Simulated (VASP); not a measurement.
# Ti (P6_3/mmc) in VASP: notebook

Ti is run at these levels: PBE; tasks: single point.

Program: VASP 6.6.1. These are calculated values, not measurements. Logs are shortened: lines on timing, memory, paths and dates and some standing lists are left out, and cuts for length are marked.

**1. The cell of the first run**

Symmetry: P6_3/mmc, No. 194, hexagonal system. Conventional cell: a = 3.056 Å, b = 3.056 Å, c = 4.837 Å, α = 90.00°, β = 90.00°, γ = 120.00°. Ti (site symmetry -6m2) has 12 Ti at 2.99 to 3.06 Å within 3.9 Å.

**2. Single point, PBE (strain +0.040 along x and y, +0.040 along z)**

INCAR

```
SYSTEM = Ti
PREC = Accurate
ENCUT = 520
EDIFF = 1E-6
ISMEAR = 0
SIGMA = 0.15
LREAL = .FALSE.
LASPH = .TRUE.
NELM = 80
ALGO = Fast
ISIF = 2
LWAVE = .FALSE.
LCHARG = .FALSE.
GGA = PE
NBANDS = 19
```

KPOINTS

```
regular mesh
0
G
  24 24 14
  0 0 0
```

POSCAR

```
Ti
1.0
    3.0559963837      0.0000000000      0.0000000000
   -1.5279981918      2.6465705022      0.0000000000
    0.0000000000      0.0000000000      4.8366593752
Ti
2
Direct
    0.3333333333      0.6666666667      0.2500000000
    0.6666666667      0.3333333333      0.7500000000
```

Potentials or basis: VASP PAW PBE potentials, release 64 (Ti_sv).

Run with:

```
$ cat potpaw_PBE.64/Ti_sv/POTCAR > POTCAR
$ mpirun -np 1 vasp_std > vasp.out
```

OUTCAR:

```text
SYSTEM = Ti
   PREC = Accurate
   ENCUT = 520
   EDIFF = 1E-6
   ISMEAR = 0
   LREAL = .FALSE.
   LASPH = .TRUE.
   NELM = 80
   ISIF = 2
   GGA = PE

 ion  position               nearest neighbor table
   1  0.333  0.667  0.250-
   2  0.667  0.333  0.750-

  LATTYP: Found a hexagonal cell.
 ALAT       =     3.0559963837
 C/A-ratio  =     1.5826783700

  Lattice vectors:

 A1 = (   3.0559963837,   0.0000000000,   0.0000000000)
 A2 = (  -1.5279981918,   2.6465705022,   0.0000000000)
 A3 = (   0.0000000000,   0.0000000000,   4.8366593752)

Analysis of symmetry for initial positions (statically):
=====================================================================
 Subroutine PRICEL returns:
 Original cell was already a primitive cell.

 Routine SETGRP: Setting up the symmetry group for a
 hexagonal supercell.

 Subroutine GETGRP returns: Found 24 space group operations
 (whereof 12 operations were pure point group operations)
 out of a pool of 24 trial point group operations.

The static configuration has the point symmetry D_3d.
 The point group associated with its full space group is D_6h.

Analysis of symmetry for dynamics (positions and initial velocities):
=====================================================================
 Subroutine PRICEL returns:
 Original cell was already a primitive cell.

 Routine SETGRP: Setting up the symmetry group for a
 hexagonal supercell.

 Subroutine GETGRP returns: Found 24 space group operations
 (whereof 12 operations were pure point group operations)
 out of a pool of 24 trial point group operations.

The dynamic configuration has the point symmetry D_3d.
 The point group associated with its full space group is D_6h.

 Subroutine INISYM returns: Found 24 space group operations
 (whereof 12 operations are pure point group operations),
 and found     1 'primitive' translations

----------------------------------------------------------------------------------------

                                     Primitive cell

  volume of cell :      39.1185

  direct lattice vectors                    reciprocal lattice vectors
     3.055996384  0.000000000  0.000000000     0.327225518  0.188923741  0.000000000
    -1.527998192  2.646570502  0.000000000     0.000000000  0.377847482  0.000000000
     0.000000000  0.000000000  4.836659375     0.000000000  0.000000000  0.206754274

  length of vectors
     3.055996384  3.055996384  4.836659375     0.377847482  0.377847482  0.206754274

  position of ions in fractional coordinates (direct lattice)
     0.333333333  0.666666667  0.250000000
     0.666666667  0.333333333  0.750000000

  ion indices of the primitive-cell ions
   primitive index   ion index
                 1           1
                 2           2

----------------------------------------------------------------------------------------

 KPOINTS: regular mesh

Automatic generation of k-mesh.
 Grid dimensions read from file:
 generate k-points for:   24   24   14

 Generating k-lattice:

  Cartesian coordinates                     Fractional coordinates (reciprocal lattice)
     0.013634397  0.007871823  0.000000000     0.041666667 -0.000000000  0.000000000
     0.000000000  0.015743645  0.000000000     0.000000000  0.041666667  0.000000000
     0.000000000  0.000000000  0.014768162     0.000000000  0.000000000  0.071428571

  Length of vectors
     0.015743645  0.015743645  0.014768162

  Shift w.r.t. Gamma in fractional coordinates (k-lattice)
     0.000000000  0.000000000  0.000000000

 Subroutine IBZKPT returns following result:
 ===========================================

 Found    488 irreducible k-points:

 Following reciprocal coordinates:
            Coordinates               Weight
  0.000000  0.000000  0.000000      1.000000
  0.041667 -0.000000  0.000000      6.000000
  0.083333 -0.000000  0.000000      6.000000
  0.125000 -0.000000  0.000000      6.000000
  0.166667 -0.000000  0.000000      6.000000
  0.208333 -0.000000  0.000000      6.000000
[... 16 lines left out ...]
  0.416667  0.041667  0.000000     12.000000
  0.458333  0.041667  0.000000     12.000000
 [... further k-points ...]
   k-points           NKPTS =    488   k-points in BZ     NKDIM =    488   number of bands    NBANDS=     19
   number of dos      NEDOS =    301   number of ions     NIONS =      2
   total plane-waves  NPLWV =  20736
   dimension x,y,z NGX =    24 NGY =   24 NGZ =   36
   dimension x,y,z NGXF=    48 NGYF=   48 NGZF=   72
   ions per type =               2
   NGX,Y,Z   is equivalent  to a cutoff of  13.06, 13.06, 12.37 a.u.
   NGXF,Y,Z  is equivalent  to a cutoff of  26.11, 26.11, 24.75 a.u.
 SYSTEM =  Ti
   PREC   = accura    normal or accurate (medium, high low for compatibility)
   ISTART =      0    job   : 0-new  1-cont  2-samecut
   ICHARG =      2    charge: 1-file 2-atom 10-const
   ISPIN  =      1    spin polarized calculation?
   LNONCOLLINEAR =      F non collinear calculations
   LSORBIT =      F    spin-orbit coupling
   LASPH  =      T    aspherical Exc in radial PAW
   ENCUT  =  520.0 eV  38.22 Ry    6.18 a.u.   5.68  5.68  8.99*2*pi/ulx,y,z
   NELM   =     80;   NELMIN=  2; NELMDL= -5     # of ELM steps
   EDIFF  = 0.1E-05   stopping-criterion for ELM
   LREAL  =      F    real-space projection
   EDIFFG = 0.1E-04   stopping-criterion for IOM
   NSW    =      0    number of steps for IOM
   IBRION =     -1    ionic relax: 0-MD 1-quasi-New 2-CG
   NFREE  =      0    steps in history (QN), initial steepest desc. (CG)
   ISIF   =      2    stress and relaxation
   ISYM   =      2    0-nonsym 1-usesym 2-fastsym
   POTIM  = 0.5000    time-step for ionic-motion
   TEBEG  =    0.0;   TEEND  =   0.0 temperature during run
   PSTRESS=    0.0 pullay stress
   NELECT =      24.0000    total number of electrons
   NUPDOWN=      -1.0000    fix difference up-down
   EMIN   =  10.00;   EMAX   =-10.00  energy-range for DOS
   EFERMI =   0.00;   METHOD = LEGACY
   ISMEAR =     0;   SIGMA  =   0.15  broadening in eV -4-tet -1-fermi 0-gaus
   EFERMI_NEDOS =   21; number of points for ismear=-14 and -15
   IALGO  =     68    algorithm
   IMIX   =      4    mixing-type and parameters
     AMIX     =   0.40;   BMIX     =  1.00
     AMIX_MAG =   1.60;   BMIX_MAG =  1.00
  volume/ion in A,a.u.               =      19.56       131.99
  Fermi-wavevector in a.u.,A,eV,Ry     =   1.391077  2.628755 26.328586  1.935096
  Thomas-Fermi vector in A             =   2.514951
   LORBIT       =      0    0 simple, 1 ext, 2 COOP (PROOUT), +10 PAW based schemes
   GGA     = PE    functional components
   LHFCALC =     F    Hartree Fock is set to
   AEXX    =    0.0000 exact exchange contribution
   IVDW    =     0    specifies the selected vdW correction
   LEPSILON=     F    determine dielectric tensor
   LRPA    =     F    only Hartree local field effects (RPA)
 non-spin polarized calculation
 RMM-DIIS sequential band-by-band and
 Gauss-broadening in eV      SIGMA  =   0.15
  energy-cutoff  :      520.00
  volume of cell :       39.12
 maximum number of plane-waves:      1086
 NGX is ok and might be reduce to    24
   NGX = 11   NGY = 11   NGZ = 17

 number of electron      23.9999998 magnetization

 Free energy of the ion-electron system (eV)
  ---------------------------------------------------
  ext. energy  EPLUGINS =         0.00000000
  ---------------------------------------------------
  free energy    TOTEN  =       -15.52355614 eV

  energy without entropy =      -15.49673128  energy(sigma->0) =      -15.51014371

 E-fermi :   7.1337     XC(G=0): -10.9495

 val. band max:        7.1330496317   @ k =   0.3750   0.1667   0.3571
 cond. band min:       7.1375851617   @ k =   0.2917   0.2083   0.3571
 fundamental gap:      0.0045355300
 Fermi energy:         7.1337231126

 k-point     1 :       0.0000    0.0000    0.0000
  band No.  band energies     occupation
      1     -49.9316      2.00000
      2     -49.8478      2.00000
      3     -26.4027      2.00000
      4     -25.9587      2.00000
      5     -25.9587      2.00000
      6     -25.9240      2.00000
[... 11 lines left out ...]
     18       8.5465      0.00000
     19       9.8477      0.00000

 k-point     2 :       0.0417   -0.0000    0.0000
  band No.  band energies     occupation
      1     -49.9305      2.00000
      2     -49.8474      2.00000
      3     -26.4001      2.00000
      4     -25.9639      2.00000
      5     -25.9604      2.00000
      6     -25.9251      2.00000
[... 11 lines left out ...]
     18       8.5232      0.00000
     19       9.8602      0.00000

 k-point     3 :       0.0833   -0.0000    0.0000
  band No.  band energies     occupation
      1     -49.9274      2.00000
      2     -49.8462      2.00000
      3     -26.3925      2.00000
      4     -25.9791      2.00000
      5     -25.9656      2.00000
      6     -25.9285      2.00000
[... 11 lines left out ...]
     18       8.4576      0.00000
     19       9.8943      0.00000

 k-point     4 :       0.1250   -0.0000    0.0000
  band No.  band energies     occupation
      1     -49.9225      2.00000
      2     -49.8444      2.00000
      3     -26.3801      2.00000
      4     -26.0036      2.00000
      5     -25.9737      2.00000
      6     -25.9351      2.00000
[... 11 lines left out ...]
     18       8.4809      0.00000
     19       9.9401      0.00000

 k-point     5 :       0.1667   -0.0000    0.0000
  band No.  band energies     occupation
      1     -49.9159      2.00000
      2     -49.8421      2.00000
      3     -26.3634      2.00000
      4     -26.0356      2.00000
      5     -25.9840      2.00000
      6     -25.9675      2.00000
[... 11 lines left out ...]
     18       8.6488      0.00000
     19       9.9908      0.00000

 k-point     6 :       0.2083   -0.0000    0.0000
  band No.  band energies     occupation
      1     -49.9080      2.00000
      2     -49.8395      2.00000
      3     -26.3429      2.00000
      4     -26.0731      2.00000
      5     -26.0047      2.00000
      6     -25.9958      2.00000
[... 11 lines left out ...]
     18       8.8520      0.00000
     19      10.0394      0.00000

 k-point     7 :       0.2500   -0.0000    0.0000
  band No.  band energies     occupation
      1     -49.8994      2.00000
      2     -49.8371      2.00000
      3     -26.3196      2.00000
      4     -26.1135      2.00000
      5     -26.0440      2.00000
      6     -26.0082      2.00000
[... 11 lines left out ...]
     18       9.0805      0.00000
     19      10.0823      0.00000

 k-point     8 :       0.2917   -0.0000    0.0000
  band No.  band energies     occupation
      1     -49.8904      2.00000
      2     -49.8350      2.00000
      3     -26.2943      2.00000
      4     -26.1542      2.00000
      5     -26.0827      2.00000
      6     -26.0204      2.00000
[... 256 lines left out ...]
 k-point    20 :       0.2917    0.0417    0.0000
  band No.  band energies     occupation
      1     -49.8854      2.00000
      2     -49.8340      2.00000
      3     -26.2798      2.00000
      4     -26.1731      2.00000
      5     -26.1034      2.00000
      6     -26.0267      2.00000
[... 11 lines left out ...]
     18       9.5234      0.00000
     19      10.1239      0.00000

 k-point    21 :       0.3333    0.0417    0.0000
  band No.  band energies     occupation
      1     -49.8769      2.00000
      2     -49.8329      2.00000
      3     -26.2539      2.00000
      4     -26.2085      2.00000
      5     -26.1349      2.00000
      6     -26.0382      2.00000
[... 11 lines left out ...]
     18       9.7968      0.00000
     19      10.1471      0.00000

 k-point    22 :       0.3750    0.0417    0.0000
  band No.  band energies     occupation
      1     -49.8694      2.00000
      2     -49.8325      2.00000
      3     -26.2375      2.00000
      4     -26.2296      2.00000
      5     -26.1604      2.00000
      6     -26.0473      2.00000
[... 11 lines left out ...]
     18      10.0927      0.00000
     19      10.1635      0.00000

 k-point    23 :       0.4167    0.0417    0.0000
  band No.  band energies     occupation
      1     -49.8636      2.00000
      2     -49.8327      2.00000
      3     -26.2580      2.00000
      4     -26.2097      2.00000
      5     -26.1784      2.00000
      6     -26.0537      2.00000
[... 11 lines left out ...]
     18      10.1740      0.00000
     19      10.4413      0.00000

 k-point    24 :       0.4583    0.0417    0.0000
  band No.  band energies     occupation
      1     -49.8604      2.00000
      2     -49.8330      2.00000
      3     -26.2686      2.00000
      4     -26.1979      2.00000
      5     -26.1877      2.00000
      6     -26.0570      2.00000
[... 11 lines left out ...]
     18      10.1792      0.00000
     19      10.8027      0.00000

 [... further k-points ...]

------------------------ aborting loop because EDIFF is reached ----------------------------------------

  FORCE on cell =-STRESS in cart. coord.  units (eV):
  Direction    XX          YY          ZZ          XY          YZ          ZX
  --------------------------------------------------------------------------------------
  -------------------------------------------------------------------------------------
  Total       -2.5990268     -2.5990268     -2.6409222     -0.0000000      0.0000000      0.0000000
  in kB     -106.4484973   -106.4484973   -108.1644090     -0.0000000      0.0000000      0.0000000
  external PRESSURE =    -107.0204679 kB  Pullay stress =       0.0000000 kB

 VOLUME and BASIS-vectors are now :
 -----------------------------------------------------------------------------
  energy-cutoff  :      520.00
  volume of cell :       39.12
      direct lattice vectors                 reciprocal lattice vectors
     3.055996384  0.000000000  0.000000000     0.327225518  0.188923741  0.000000000
    -1.527998192  2.646570502  0.000000000     0.000000000  0.377847482  0.000000000
     0.000000000  0.000000000  4.836659375     0.000000000  0.000000000  0.206754274

 POSITION                                       TOTAL-FORCE (eV/Angst)
 -----------------------------------------------------------------------------------
     -0.00000      1.76438      1.20916         0.000000     -0.000000      0.000000
      1.52800      0.88219      3.62749        -0.000000      0.000000      0.000000
 -----------------------------------------------------------------------------------
    total drift:                               -0.000000      0.000000     -0.000000

  FREE ENERGIE OF THE ION-ELECTRON SYSTEM (eV)
  ---------------------------------------------------
  free  energy   TOTEN  =       -15.5235561392 eV

  energy  without entropy=      -15.4967312767  energy(sigma->0) =      -15.51014371
```

It took 20 min on 1 thread of Intel Xeon 8259CL, shared host; peak memory 0.39 GiB.

What came out:

```yaml
Free_energy: -15.5236 eV
Pressure: -10.7 GPa
Band_gap_on_the_k_mesh: zero (bands 12 and 13 overlap by 1.03 eV)
```

Levels at points of the mesh, in eV from the Fermi level:
```tsv
k point	band 9	band 10	band 11	band 12	band 13	band 14	band 15	band 16
(0.00, 0.00, 0.00)	-5.91	-2.41	0.52	0.70	0.70	0.79	1.12	1.12
(0.50, 0.00, 0.00)	-2.19	-1.84	-1.56	-0.71	0.45	0.53	1.02	2.86
(0.00, 0.00, 0.50)	-4.20	-4.20	0.09	0.09	0.62	0.62	0.62	0.62
(0.50, 0.00, 0.50)	-2.24	-2.24	-0.69	-0.69	1.06	1.06	1.51	1.51
```

Caveat: the cell differs from its parent crystal (strain +0.040 along x and y, +0.040 along z); the cell stands under tension.

**3. Single point, PBE (strain +0.080 along x and y, +0.000 along z)**

INCAR

```
SYSTEM = Ti
ALGO     = Fast           ! electronic algorithm
EDIFF    = 1E-7           ! SCF threshold, eV
ENCUT    = 520            ! plane-wave cutoff, eV
GGA      = PE             ! functional
ISIF     = 2              ! what is computed and relaxed
ISMEAR   = 0              ! smearing method
LASPH    = .True.         ! aspherical terms in the spheres
LCHARG   = .False.        ! write CHGCAR
LREAL    = .False.        ! projectors in reciprocal space
LWAVE    = .False.        ! write WAVECAR
NBANDS   = 19             ! bands
NELM     = 80             ! most SCF steps
PREC     = Accurate       ! precision mode
SIGMA    = 0.15           ! smearing width, eV
```

KPOINTS

```
k-points
0
Gamma
  24 24 14
  0 0 0
```

POSCAR

```
Ti
1.0
    3.1735347062      0.0000000000      0.0000000000
   -1.5867673531      2.7483616754      0.0000000000
    0.0000000000      0.0000000000      4.6506340146
Ti
2
Direct
    0.3333333333      0.6666666667      0.2500000000
    0.6666666667      0.3333333333      0.7500000000
```

Potentials or basis: VASP PAW PBE potentials, release 64 (Ti_sv).

Run with:

```
$ cat potpaw_PBE.64/Ti_sv/POTCAR > POTCAR
$ mpirun -np 1 vasp_std > vasp.out
```

It took 21 min on 1 thread of Intel Xeon 8259CL, shared host; peak memory 0.4 GiB.

Results (log left out):

* Free energy: -15.3807 eV
* Pressure: -12.7 GPa
* Band gap on the k mesh: zero (bands 12 and 13 overlap by 1.01 eV)

Stress tensor (GPa, compression positive):
```
-14.60   0.00   0.00
  0.00 -14.60   0.00
  0.00   0.00  -8.97
```

Levels at points of the mesh, in eV from the Fermi level:
```
           k point  band 9  band 10  band 11  band 12  band 13  band 14  band 15  band 16
(0.00, 0.00, 0.00)   -5.81    -2.26     0.59     0.59     1.04     1.04     1.10     1.10
(0.50, 0.00, 0.00)   -2.26    -1.79    -1.40    -0.96     0.14     0.72     1.24     2.50
(0.00, 0.00, 0.50)   -3.97    -3.97     0.34     0.34     0.40     0.40     0.40     0.40
(0.50, 0.00, 0.50)   -2.16    -2.16    -0.55    -0.55     0.96     0.96     1.25     1.25
```

Caveat: the cell differs from its parent crystal (strain +0.080 along x and y, +0.000 along z); the cell stands under tension.

**4. Single point, PBE (strain +0.040 along x and y, +0.080 along z)**

INCAR

```
SYSTEM = Ti
PREC     = Accurate       ! precision mode
ENCUT    = 520            ! plane-wave cutoff, eV
EDIFF    = 1E-7           ! SCF threshold, eV
ISMEAR   = 0              ! smearing method
SIGMA    = 0.15           ! smearing width, eV
LREAL    = .FALSE.        ! projectors in reciprocal space
LASPH    = .TRUE.         ! aspherical terms in the spheres
NELM     = 80             ! most SCF steps
ALGO     = Fast           ! electronic algorithm
ISIF     = 2              ! what is computed and relaxed
LWAVE    = .FALSE.        ! write WAVECAR
LCHARG   = .FALSE.        ! write CHGCAR
GGA      = PE             ! functional
NBANDS   = 19             ! bands
```

KPOINTS

```
regular mesh
0
G
  24 24 14
  0 0 0
```

POSCAR

```
Ti
1.0
    3.0559963837      0.0000000000      0.0000000000
   -1.5279981918      2.6465705022      0.0000000000
    0.0000000000      0.0000000000      5.0226847358
Ti
2
Direct
    0.3333333333      0.6666666667      0.2500000000
    0.6666666667      0.3333333333      0.7500000000
```

Run with:

```
$ cat potpaw_PBE.64/Ti_sv/POTCAR > POTCAR
$ mpirun -np 1 vasp_std > vasp.out
```

Wall time 25 min (1 thread of Intel Xeon 8259CL, shared host); peak memory 0.41 GiB.

It converged, with:

```yaml
Free_energy: -15.4010 eV
Pressure: -13.1 GPa
Band_gap_on_the_k_mesh: zero (bands 12 and 13 overlap by 0.90 eV)
```

Stress tensor (GPa, compression positive):
```
-12.00   0.00   0.00
  0.00 -12.00   0.00
  0.00   0.00 -15.22
```

Levels at points of the mesh, in eV from the Fermi level:
```tsv
k point	band 10	band 11	band 12	band 13	band 14	band 15
(0.00, 0.00, 0.00)	-2.38	0.18	0.58	0.72	0.72	1.06
(0.50, 0.00, 0.00)	-1.74	-1.49	-0.58	0.41	0.60	0.85
(0.00, 0.00, 0.50)	-4.21	-0.03	-0.03	0.68	0.68	0.68
(0.50, 0.00, 0.50)	-2.14	-0.70	-0.70	1.02	1.02	1.54
```

Caveat: the cell differs from its parent crystal (strain +0.040 along x and y, +0.080 along z); the cell stands under tension.

(Part 1 of 2 ends here.)
